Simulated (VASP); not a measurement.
The system is Cu.

```
Cu
1.0
     1.21846   -3.97638    0.00000
     1.21846    3.97638    0.00000
     0.00000    0.00000    2.47550
Cu
2
Cartesian
  1.2185 2.9118 0.6189
  1.2185 -2.9118 1.8566
```

Base run:

* Program: VASP 6.6.1
* Functional: PBEsol
* Potentials or basis: VASP PAW PBE potentials, release 64 (Cu)
* Cutoff: 520 eV
* k mesh: 9 × 9 × 9
* Occupations: methfessel-paxton, width 0.15 eV
* Spin: no spin polarisation

Its results: band gap on the k mesh zero (band 11 reaches 10.69 eV, above the bottom of band 12 at 5.58 eV); pressure -0.8 GPa.

**Question.** The run is repeated on the same cell with these changes: k mesh from 9 × 9 × 9 to 3 × 3 × 3. What comes out?

**Answer.** Band gap on the k mesh zero (band 11 reaches 7.80 eV, above the bottom of band 12 at 5.66 eV); pressure -1.4 GPa.

Caveats: some runs use coarse meshes; the PAW data sets were made with another functional, which shifts forces and pressure a little.
